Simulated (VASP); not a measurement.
# PbO in VASP: further runs, part 2 of 2

VASP 6.6.1. The steps go on from the part before.

**3. Single point, PBE**

This run uses another cell than the first one, of 18.54 Å³/atom.

The input, INCAR:

```
SYSTEM = PbO
  PREC = Accurate
  ENCUT = 520
  EDIFF = 1E-6
  ISMEAR = 0
  SIGMA = 0.05
  LREAL = .FALSE.
  LASPH = .TRUE.
  NELM = 80
  ALGO = Normal
  ISIF = 2
  LWAVE = .FALSE.
  LCHARG = .FALSE.
  GGA = PE
  NBANDS = 28
```

The input, KPOINTS:

```
Automatic mesh
0
G
  10 10 6
  0 0 0
```

The input, POSCAR:

```
PbO
1.0
    3.6181561545      0.0000000000      0.0000000000
   -1.8090780772      3.2274175990      0.0000000000
    0.0000000000      0.0000000000      6.3515547832
Pb O
2 2
Direct
    0.3333333333      0.6666666667      0.2500000000
    0.6666666667      0.3333333333      0.7500000000
    0.0000000000      0.0000000000      0.0000000000
    0.0000000000      0.0000000000      0.5000000000
```

Potentials or basis: VASP PAW PBE potentials, release 64 (Pb_d, O).

Started as:

```sh
> cat potpaw_PBE.64/Pb_d/POTCAR potpaw_PBE.64/O/POTCAR > POTCAR
> mpirun -np 1 vasp_std > vasp.out
```

OUTCAR:

```text
SYSTEM = PbO
   PREC = Accurate
   ENCUT = 520
   EDIFF = 1E-6
   ISMEAR = 0
   LREAL = .FALSE.
   LASPH = .TRUE.
   NELM = 80
   ISIF = 2
   GGA = PE

 ion  position               nearest neighbor table
   1  0.333  0.667  0.250-   3 2.64   4 2.64   3 2.64   4 2.64   3 2.67   4 2.67   2 3.81   2 3.81
                             2 3.81   2 3.81   2 3.84   2 3.84
   2  0.667  0.333  0.750-   3 2.64   4 2.64   3 2.64   4 2.64   3 2.67   4 2.67   1 3.81   1 3.81
                             1 3.81   1 3.81   1 3.84   1 3.84
   3  0.000  0.000  0.000-   1 2.64   2 2.64   2 2.64   1 2.64   2 2.67   1 2.67
   4  0.000  0.000  0.500-   1 2.64   2 2.64   2 2.64   1 2.64   2 2.67   1 2.67

  LATTYP: Found a base centered orthorhombic cell.
 ALAT       =     3.6181561545
 B/A-ratio  =     1.7840123318
 C/A-ratio  =     1.7554672911

  Lattice vectors:

 A1 = (   1.8090780772,  -3.2274175990,   0.0000000000)
 A2 = (   1.8090780773,   3.2274175990,   0.0000000000)
 A3 = (   0.0000000000,   0.0000000000,   6.3515547832)

Analysis of symmetry for initial positions (statically):
=====================================================================
 Subroutine PRICEL returns:
 Original cell was already a primitive cell.

 Routine SETGRP: Setting up the symmetry group for a
 base centered orthorhombic supercell.

 Subroutine GETGRP returns: Found  8 space group operations
 (whereof  4 operations were pure point group operations)
 out of a pool of  8 trial point group operations.

The static configuration has the point symmetry C_2h.
 The point group associated with its full space group is D_2h.

Analysis of symmetry for dynamics (positions and initial velocities):
=====================================================================
 Subroutine PRICEL returns:
 Original cell was already a primitive cell.

 Routine SETGRP: Setting up the symmetry group for a
 base centered orthorhombic supercell.

 Subroutine GETGRP returns: Found  8 space group operations
 (whereof  4 operations were pure point group operations)
 out of a pool of  8 trial point group operations.

The dynamic configuration has the point symmetry C_2h.
 The point group associated with its full space group is D_2h.

 Subroutine INISYM returns: Found  8 space group operations
 (whereof  4 operations are pure point group operations),
 and found     1 'primitive' translations

----------------------------------------------------------------------------------------

                                     Primitive cell

  volume of cell :      74.1690

  direct lattice vectors                    reciprocal lattice vectors
     3.618156154  0.000000000  0.000000000     0.276383870  0.154922623  0.000000000
    -1.809078077  3.227417599  0.000000000     0.000000000  0.309845246  0.000000000
     0.000000000  0.000000000  6.351554783     0.000000000  0.000000000  0.157441766

  length of vectors
     3.618156154  3.699863220  6.351554783     0.316842331  0.309845246  0.157441766

  position of ions in fractional coordinates (direct lattice)
     0.333333333  0.666666667  0.250000000
     0.666666667  0.333333333  0.750000000
     0.000000000  0.000000000  0.000000000
     0.000000000  0.000000000  0.500000000

  ion indices of the primitive-cell ions
   primitive index   ion index
                 1           1
                 2           2
                 3           3
                 4           4

[... 30 lines left out ...]
  0.200000  0.000000  0.000000      4.000000
  0.300000  0.000000  0.000000      4.000000
  0.400000  0.000000  0.000000      4.000000
  0.500000  0.000000  0.000000      2.000000
[... 16 lines left out ...]
  0.000000  0.300000  0.000000      2.000000
  0.100000  0.300000  0.000000      4.000000
 [... further k-points ...]
   k-points           NKPTS =    124   k-points in BZ     NKDIM =    124   number of bands    NBANDS=     28
   number of dos      NEDOS =    301   number of ions     NIONS =      4
   total plane-waves  NPLWV =  37632
   dimension x,y,z NGX =    28 NGY =   28 NGZ =   48
   dimension x,y,z NGXF=    56 NGYF=   56 NGZF=   96
   ions per type =               2   2
   NGX,Y,Z   is equivalent  to a cutoff of  12.87, 12.58, 12.56 a.u.
   NGXF,Y,Z  is equivalent  to a cutoff of  25.73, 25.16, 25.13 a.u.
 SYSTEM =  PbO
   PREC   = accura    normal or accurate (medium, high low for compatibility)
   ISTART =      0    job   : 0-new  1-cont  2-samecut
   ICHARG =      2    charge: 1-file 2-atom 10-const
   ISPIN  =      1    spin polarized calculation?
   LNONCOLLINEAR =      F non collinear calculations
   LSORBIT =      F    spin-orbit coupling
   LASPH  =      T    aspherical Exc in radial PAW
   ENCUT  =  520.0 eV  38.22 Ry    6.18 a.u.   6.73  6.88 11.81*2*pi/ulx,y,z
   NELM   =     80;   NELMIN=  2; NELMDL= -5     # of ELM steps
   EDIFF  = 0.1E-05   stopping-criterion for ELM
   LREAL  =      F    real-space projection
   EDIFFG = 0.1E-04   stopping-criterion for IOM
   NSW    =      0    number of steps for IOM
   IBRION =     -1    ionic relax: 0-MD 1-quasi-New 2-CG
   NFREE  =      0    steps in history (QN), initial steepest desc. (CG)
   ISIF   =      2    stress and relaxation
   ISYM   =      2    0-nonsym 1-usesym 2-fastsym
   POTIM  = 0.5000    time-step for ionic-motion
   TEBEG  =    0.0;   TEEND  =   0.0 temperature during run
   PSTRESS=    0.0 pullay stress
   NELECT =      40.0000    total number of electrons
   NUPDOWN=      -1.0000    fix difference up-down
   EMIN   =  10.00;   EMAX   =-10.00  energy-range for DOS
   EFERMI =   0.00;   METHOD = LEGACY
   ISMEAR =     0;   SIGMA  =   0.05  broadening in eV -4-tet -1-fermi 0-gaus
   EFERMI_NEDOS =   21; number of points for ismear=-14 and -15
   IALGO  =     38    algorithm
   IMIX   =      4    mixing-type and parameters
     AMIX     =   0.40;   BMIX     =  1.00
     AMIX_MAG =   1.60;   BMIX_MAG =  1.00
  volume/ion in A,a.u.               =      18.54       125.13
  Fermi-wavevector in a.u.,A,eV,Ry     =   1.332562  2.518176 24.160146  1.775721
  Thomas-Fermi vector in A             =   2.461487
   LORBIT       =      0    0 simple, 1 ext, 2 COOP (PROOUT), +10 PAW based schemes
   GGA     = PE    functional components
   LHFCALC =     F    Hartree Fock is set to
   AEXX    =    0.0000 exact exchange contribution
   IVDW    =     0    specifies the selected vdW correction
   LEPSILON=     F    determine dielectric tensor
   LRPA    =     F    only Hartree local field effects (RPA)
 non-spin polarized calculation
 Gauss-broadening in eV      SIGMA  =   0.05
  energy-cutoff  :      520.00
  volume of cell :       74.17
 maximum number of plane-waves:      2020
   NGX = 13   NGY = 13   NGZ = 23

 number of electron      39.9999990 magnetization

 Free energy of the ion-electron system (eV)
  ---------------------------------------------------
  ext. energy  EPLUGINS =         0.00000000
  ---------------------------------------------------
  free energy    TOTEN  =       -20.56367848 eV

  energy without entropy =      -20.56367767  energy(sigma->0) =      -20.56367808

 E-fermi :   6.1883     XC(G=0): -10.4384

 val. band max:        6.0712853936   @ k =   0.0000   0.5000   0.1667
 cond. band min:       6.3053408900   @ k =   0.5000   0.0000   0.0000
 fundamental gap:      0.2340554965
 Fermi energy:         6.1883078314

 k-point     1 :       0.0000    0.0000    0.0000
  band No.  band energies     occupation
      1     -11.2985      2.00000
      2     -10.6696      2.00000
      3     -10.4202      2.00000
      4     -10.3986      2.00000
      5     -10.3876      2.00000
      6     -10.3795      2.00000
[... 733 lines left out ...]
     27      15.8637      0.00000
     28      16.9634      0.00000

 [... further k-points ...]

------------------------ aborting loop because EDIFF is reached ----------------------------------------

  FORCE on cell =-STRESS in cart. coord.  units (eV):
  Direction    XX          YY          ZZ          XY          YZ          ZX
  --------------------------------------------------------------------------------------
  -------------------------------------------------------------------------------------
  Total       -1.1195967     -1.2999066     -0.7386017     -0.0000000      0.0000000      0.0000000
  in kB      -24.1852005    -28.0802006    -15.9550580     -0.0000000      0.0000000      0.0000000
  external PRESSURE =     -22.7401530 kB  Pullay stress =       0.0000000 kB

 VOLUME and BASIS-vectors are now :
 -----------------------------------------------------------------------------
  energy-cutoff  :      520.00
  volume of cell :       74.17
      direct lattice vectors                 reciprocal lattice vectors
     3.618156154  0.000000000  0.000000000     0.276383870  0.154922623  0.000000000
    -1.809078077  3.227417599  0.000000000     0.000000000  0.309845246  0.000000000
     0.000000000  0.000000000  6.351554783     0.000000000  0.000000000  0.157441766

 POSITION                                       TOTAL-FORCE (eV/Angst)
 -----------------------------------------------------------------------------------
     -0.00000      2.15161      1.58789         0.000000      0.071413      0.000000
      1.80908      1.07581      4.76367        -0.000000     -0.071413      0.000000
      0.00000      0.00000      0.00000         0.000000      0.000000      0.000000
      0.00000      0.00000      3.17578         0.000000      0.000000      0.000000
 -----------------------------------------------------------------------------------
    total drift:                               -0.000000      0.000000     -0.000000

  FREE ENERGIE OF THE ION-ELECTRON SYSTEM (eV)
  ---------------------------------------------------
  free  energy   TOTEN  =       -20.5636784813 eV

  energy  without entropy=      -20.5636776723  energy(sigma->0) =      -20.56367808
```

Wall time 1.8 min (1 thread of AMD EPYC 9R45 (Zen 5), shared host); peak memory 0.3 GiB.

Results:

| Item | Value |
| --- | --- |
| Free energy | -20.5637 eV |
| Pressure | -2.3 GPa |
| Largest force | 0.071 eV/Å |
| Band gap on the k mesh | 0.23 eV (least direct gap 0.32 eV) |

Forces in eV/Å, atoms in the order of the input:
```
Pb   0.000  0.071  0.000
Pb   0.000 -0.071  0.000
O    0.000  0.000  0.000
O    0.000  0.000  0.000
```

Caveat: spin-orbit coupling is left out, which moves the levels of the heavy elements.
